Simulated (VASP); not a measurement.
# AlN (P6_3mc) in VASP: a series of runs

The runs below take AlN through single point, with PBEsol.

Everything below comes from runs of VASP 6.6.1. Logs are shortened: lines on timing, memory, paths and dates and some standing lists are left out, and cuts for length are marked.

## Step 1: The cell of the first run

The structure is hexagonal, space group P6_3mc (No. 186). The conventional cell has a = 3.114 Å, b = 3.114 Å, c = 4.585 Å, α = 90.00°, β = 90.00°, γ = 120.00°. Within 2.3 Å of Al (site symmetry 3m) lie 4 N at 1.75 to 1.88 Å. Within 2.3 Å of N (site symmetry 3m) lie 4 Al at 1.75 to 1.88 Å.

## Step 2: Single point, PBEsol (strain +0.000 along x and y, -0.080 along z)

INCAR

```
PREC = Accurate
ENCUT = 600
EDIFF = 1E-6
ISMEAR = 0
SIGMA = 0.05
LREAL = F
LASPH = T
NELM = 120
ALGO = Normal
ISIF = 2
LWAVE = F
LCHARG = F
GGA = PS
NBANDS = 16
GGA_COMPAT = F
```

KPOINTS

```
Automatic mesh
0
Gamma
  12 12 6
```

POSCAR

```
AlN
1.0
    3.1136926464      0.0000000000      0.0000000000
   -1.5568463232      2.6965369313      0.0000000000
    0.0000000000      0.0000000000      4.5847432227
Al N
2 2
Direct
    0.3333333333      0.6666666667      0.0015080761
    0.6666666667      0.3333333333      0.5015080761
    0.3333333333      0.6666666667      0.3834919239
    0.6666666667      0.3333333333      0.8834919239
```

Potentials or basis: VASP PAW PBE potentials, release 64 (Al, N).

The run is started by

```sh
cat potpaw_PBE.64/Al/POTCAR potpaw_PBE.64/N/POTCAR > POTCAR
mpirun -np 1 vasp_std > vasp.out
```

OUTCAR:

```text
PREC = Accurate
   ENCUT = 600
   EDIFF = 1E-6
   ISMEAR = 0
   LREAL = F
   LASPH = T
   NELM = 120
   ISIF = 2
   GGA = PS

 ion  position               nearest neighbor table
   1  0.333  0.667  0.002-   3 1.75   4 1.88   4 1.88   4 1.88   2 2.91   2 2.91   2 2.91   2 2.91
                             2 2.91   2 2.91
   2  0.667  0.333  0.502-   4 1.75   3 1.88   3 1.88   3 1.88   1 2.91   1 2.91   1 2.91   1 2.91
                             1 2.91   1 2.91
   3  0.333  0.667  0.383-   1 1.75   2 1.88   2 1.88   2 1.88
   4  0.667  0.333  0.883-   2 1.75   1 1.88   1 1.88   1 1.88

  LATTYP: Found a hexagonal cell.
 ALAT       =     3.1136926464
 C/A-ratio  =     1.4724456597

  Lattice vectors:

 A1 = (   3.1136926464,   0.0000000000,   0.0000000000)
 A2 = (  -1.5568463232,   2.6965369313,   0.0000000000)
 A3 = (   0.0000000000,   0.0000000000,   4.5847432227)

Analysis of symmetry for initial positions (statically):
=====================================================================
 Subroutine PRICEL returns:
 Original cell was already a primitive cell.

 Routine SETGRP: Setting up the symmetry group for a
 hexagonal supercell.

 Subroutine GETGRP returns: Found 12 space group operations
 (whereof  6 operations were pure point group operations)
 out of a pool of 24 trial point group operations.

The static configuration has the point symmetry C_3v.
 The point group associated with its full space group is C_6v.

Analysis of symmetry for dynamics (positions and initial velocities):
=====================================================================
 Subroutine PRICEL returns:
 Original cell was already a primitive cell.

 Routine SETGRP: Setting up the symmetry group for a
 hexagonal supercell.

 Subroutine GETGRP returns: Found 12 space group operations
 (whereof  6 operations were pure point group operations)
 out of a pool of 24 trial point group operations.

The dynamic configuration has the point symmetry C_3v.
 The point group associated with its full space group is C_6v.

 Subroutine INISYM returns: Found 12 space group operations
 (whereof  6 operations are pure point group operations),
 and found     1 'primitive' translations

----------------------------------------------------------------------------------------

                                     Primitive cell

  volume of cell :      38.4944

  direct lattice vectors                    reciprocal lattice vectors
     3.113692646  0.000000000  0.000000000     0.321162078  0.185423012  0.000000000
    -1.556846323  2.696536931  0.000000000     0.000000000  0.370846024  0.000000000
     0.000000000  0.000000000  4.584743223     0.000000000  0.000000000  0.218114723

  length of vectors
     3.113692646  3.113692646  4.584743223     0.370846024  0.370846024  0.218114723

  position of ions in fractional coordinates (direct lattice)
     0.333333333  0.666666667  0.001508076
     0.666666667  0.333333333  0.501508076
     0.333333333  0.666666667  0.383491924
     0.666666667  0.333333333  0.883491924

  ion indices of the primitive-cell ions
   primitive index   ion index
                 1           1
                 2           2
                 3           3
                 4           4

----------------------------------------------------------------------------------------

 KPOINTS: Automatic mesh

Automatic generation of k-mesh.
 Grid dimensions read from file:
 generate k-points for:   12   12    6

 Generating k-lattice:

  Cartesian coordinates                     Fractional coordinates (reciprocal lattice)
     0.026763506  0.015451918  0.000000000     0.083333333  0.000000000  0.000000000
     0.000000000  0.030903835  0.000000000     0.000000000  0.083333333  0.000000000
     0.000000000  0.000000000  0.036352454     0.000000000  0.000000000  0.166666667

  Length of vectors
     0.030903835  0.030903835  0.036352454

  Shift w.r.t. Gamma in fractional coordinates (k-lattice)
     0.000000000  0.000000000  0.000000000

 Subroutine IBZKPT returns following result:
 ===========================================

 Found     76 irreducible k-points:

 Following reciprocal coordinates:
            Coordinates               Weight
  0.000000  0.000000  0.000000      1.000000
  0.083333  0.000000  0.000000      6.000000
  0.166667 -0.000000  0.000000      6.000000
  0.250000  0.000000  0.000000      6.000000
  0.333333 -0.000000  0.000000      6.000000
  0.416667 -0.000000  0.000000      6.000000
[... 16 lines left out ...]
  0.250000  0.000000  0.166667     12.000000
  0.333333 -0.000000  0.166667     12.000000
 [... further k-points ...]
   k-points           NKPTS =     76   k-points in BZ     NKDIM =     76   number of bands    NBANDS=     16
   number of dos      NEDOS =    301   number of ions     NIONS =      4
   total plane-waves  NPLWV =  31360
   dimension x,y,z NGX =    28 NGY =   28 NGZ =   40
   dimension x,y,z NGXF=    56 NGYF=   56 NGZF=   80
   ions per type =               2   2
   NGX,Y,Z   is equivalent  to a cutoff of  14.95, 14.95, 14.50 a.u.
   NGXF,Y,Z  is equivalent  to a cutoff of  29.90, 29.90, 29.01 a.u.
 SYSTEM =  unknown system
   PREC   = accura    normal or accurate (medium, high low for compatibility)
   ISTART =      0    job   : 0-new  1-cont  2-samecut
   ICHARG =      2    charge: 1-file 2-atom 10-const
   ISPIN  =      1    spin polarized calculation?
   LNONCOLLINEAR =      F non collinear calculations
   LSORBIT =      F    spin-orbit coupling
   LASPH  =      T    aspherical Exc in radial PAW
   ENCUT  =  600.0 eV  44.10 Ry    6.64 a.u.   6.22  6.22  9.16*2*pi/ulx,y,z
   NELM   =    120;   NELMIN=  2; NELMDL= -5     # of ELM steps
   EDIFF  = 0.1E-05   stopping-criterion for ELM
   LREAL  =      F    real-space projection
   EDIFFG = 0.1E-04   stopping-criterion for IOM
   NSW    =      0    number of steps for IOM
   IBRION =     -1    ionic relax: 0-MD 1-quasi-New 2-CG
   NFREE  =      0    steps in history (QN), initial steepest desc. (CG)
   ISIF   =      2    stress and relaxation
   ISYM   =      2    0-nonsym 1-usesym 2-fastsym
   POTIM  = 0.5000    time-step for ionic-motion
   TEBEG  =    0.0;   TEEND  =   0.0 temperature during run
   PSTRESS=    0.0 pullay stress
   NELECT =      16.0000    total number of electrons
   NUPDOWN=      -1.0000    fix difference up-down
   EMIN   =  10.00;   EMAX   =-10.00  energy-range for DOS
   EFERMI =   0.00;   METHOD = LEGACY
   ISMEAR =     0;   SIGMA  =   0.05  broadening in eV -4-tet -1-fermi 0-gaus
   EFERMI_NEDOS =   21; number of points for ismear=-14 and -15
   IALGO  =     38    algorithm
   IMIX   =      4    mixing-type and parameters
     AMIX     =   0.40;   BMIX     =  1.00
     AMIX_MAG =   1.60;   BMIX_MAG =  1.00
  volume/ion in A,a.u.               =       9.62        64.94
  Fermi-wavevector in a.u.,A,eV,Ry     =   1.221750  2.308773 20.309059  1.492674
  Thomas-Fermi vector in A             =   2.356922
   LORBIT       =      0    0 simple, 1 ext, 2 COOP (PROOUT), +10 PAW based schemes
   GGA     = PS    functional components
   LHFCALC =     F    Hartree Fock is set to
   AEXX    =    0.0000 exact exchange contribution
   IVDW    =     0    specifies the selected vdW correction
   LEPSILON=     F    determine dielectric tensor
   LRPA    =     F    only Hartree local field effects (RPA)
 non-spin polarized calculation
 Gauss-broadening in eV      SIGMA  =   0.05
  energy-cutoff  :      600.00
  volume of cell :       38.49
 maximum number of plane-waves:      1314
 NGX is ok and might be reduce to    28
   NGX = 13   NGY = 13   NGZ = 19

 number of electron      16.0000000 magnetization

 Free energy of the ion-electron system (eV)
  ---------------------------------------------------
  ext. energy  EPLUGINS =         0.00000000
  ---------------------------------------------------
  free energy    TOTEN  =       -30.84664082 eV

  energy without entropy =      -30.84664082  energy(sigma->0) =      -30.84664082

 E-fermi :   7.3779     XC(G=0): -11.4615

 val. band max:        7.1310540602   @ k =   0.0000   0.0000   0.0000
 cond. band min:      11.6972848584   @ k =   0.0000   0.0000   0.0000
 fundamental gap:      4.5662307982
 Fermi energy:         7.3779012175

 k-point     1 :       0.0000    0.0000    0.0000
  band No.  band energies     occupation
      1      -8.8207      2.00000
      2      -5.9701      2.00000
      3       0.7262      2.00000
      4       5.6055      2.00000
      5       5.6055      2.00000
      6       6.5487      2.00000
[... 8 lines left out ...]
     15      20.3534      0.00000
     16      21.2692      0.00000

 k-point     2 :       0.0833    0.0000    0.0000
  band No.  band energies     occupation
      1      -8.7290      2.00000
      2      -5.9299      2.00000
      3       0.8296      2.00000
      4       5.2000      2.00000
      5       5.4757      2.00000
      6       6.1531      2.00000
[... 8 lines left out ...]
     15      20.3972      0.00000
     16      20.4893      0.00000

 k-point     3 :       0.1667   -0.0000    0.0000
  band No.  band energies     occupation
      1      -8.4611      2.00000
      2      -5.8240      2.00000
      3       1.1342      2.00000
      4       4.2126      2.00000
      5       5.1754      2.00000
      6       5.3248      2.00000
[... 8 lines left out ...]
     15      19.7111      0.00000
     16      20.0669      0.00000

 k-point     4 :       0.2500    0.0000    0.0000
  band No.  band energies     occupation
      1      -8.0406      2.00000
      2      -5.6996      2.00000
      3       1.6198      2.00000
      4       3.0653      2.00000
      5       4.4161      2.00000
      6       4.8374      2.00000
[... 8 lines left out ...]
     15      19.9147      0.00000
     16      20.0985      0.00000
[... 324 lines left out ...]
 k-point    22 :       0.1667   -0.0000    0.1667
  band No.  band energies     occupation
      1      -8.3314      2.00000
      2      -6.0827      2.00000
      3       1.4693      2.00000
      4       4.3447      2.00000
      5       5.0518      2.00000
      6       5.2539      2.00000
[... 8 lines left out ...]
     15      19.9584      0.00000
     16      20.0689      0.00000

 k-point    23 :       0.2500    0.0000    0.1667
  band No.  band energies     occupation
      1      -7.9190      2.00000
      2      -5.9109      2.00000
      3       1.7035      2.00000
      4       3.3546      2.00000
      5       4.1686      2.00000
      6       4.9270      2.00000
[... 8 lines left out ...]
     15      20.1941      0.00000
     16      20.2096      0.00000

 k-point    24 :       0.3333   -0.0000    0.1667
  band No.  band energies     occupation
      1      -7.4086      2.00000
      2      -5.7810      2.00000
      3       1.5575      2.00000
      4       2.8298      2.00000
      5       3.5320      2.00000
      6       4.6452      2.00000
[... 8 lines left out ...]
     15      20.4389      0.00000
     16      21.2933      0.00000

 [... further k-points ...]

------------------------ aborting loop because EDIFF is reached ----------------------------------------

  FORCE on cell =-STRESS in cart. coord.  units (eV):
  Direction    XX          YY          ZZ          XY          YZ          ZX
  --------------------------------------------------------------------------------------
  -------------------------------------------------------------------------------------
  Total        1.5947171      1.5947171     11.9283629      0.0000000      0.0000000      0.0000000
  in kB       66.3738624     66.3738624    496.4714673      0.0000000      0.0000000      0.0000000
  external PRESSURE =     209.7397307 kB  Pullay stress =       0.0000000 kB

 VOLUME and BASIS-vectors are now :
 -----------------------------------------------------------------------------
  energy-cutoff  :      600.00
  volume of cell :       38.49
      direct lattice vectors                 reciprocal lattice vectors
     3.113692646  0.000000000  0.000000000     0.321162078  0.185423012  0.000000000
    -1.556846323  2.696536931  0.000000000     0.000000000  0.370846024  0.000000000
     0.000000000  0.000000000  4.584743223     0.000000000  0.000000000  0.218114723

 POSITION                                       TOTAL-FORCE (eV/Angst)
 -----------------------------------------------------------------------------------
     -0.00000      1.79769      0.00691         0.000000     -0.000000     -1.965840
      1.55685      0.89885      2.29929         0.000000     -0.000000     -1.965840
     -0.00000      1.79769      1.75821         0.000000     -0.000000      1.965840
      1.55685      0.89885      4.05058        -0.000000      0.000000      1.965840
 -----------------------------------------------------------------------------------
    total drift:                               -0.000000      0.000000     -0.000480

  FREE ENERGIE OF THE ION-ELECTRON SYSTEM (eV)
  ---------------------------------------------------
  free  energy   TOTEN  =       -30.8466408168 eV

  energy  without entropy=      -30.8466408168  energy(sigma->0) =      -30.84664082
```

It took 86 s on 1 thread of Intel Xeon 8259CL, shared host; peak memory 0.2 GiB.

What came out:

```yaml
Free_energy: -30.8466 eV
Pressure: 21.0 GPa
Largest_force: 1.966 eV/Å
Band_gap_on_the_k_mesh: 4.57 eV
```

Forces in eV/Å, atoms in the order of the input:
```
Al   0.000  0.000 -1.966
Al   0.000  0.000 -1.966
N    0.000  0.000  1.966
N    0.000  0.000  1.966
```

Levels at points of the mesh, in eV from the valence-band top:
| k point | band 5 | band 6 | band 7 | band 8 | band 9 | band 10 | band 11 | band 12 |
| --- | --- | --- | --- | --- | --- | --- | --- | --- |
| (0.00, 0.00, 0.00) | -1.53 | -0.58 | -0.58 | 0.00 | 4.57 | 6.24 | 10.58 | 10.58 |
| (0.50, 0.00, 0.00) | -3.80 | -2.84 | -2.13 | -0.88 | 5.26 | 6.19 | 8.48 | 10.66 |
| (0.00, 0.00, 0.50) | -1.07 | -1.07 | -1.07 | -1.07 | 6.48 | 6.48 | 10.90 | 10.90 |
| (0.50, 0.00, 0.50) | -2.00 | -2.00 | -1.45 | -1.45 | 5.43 | 5.43 | 9.67 | 9.67 |

Caveat: the cell differs from its parent crystal (strain +0.000 along x and y, -0.080 along z); the cell stands under pressure; the PAW data sets were made with another functional, which shifts forces and pressure a little. A k mesh can miss the band edges.

[end of part 1 of 2]
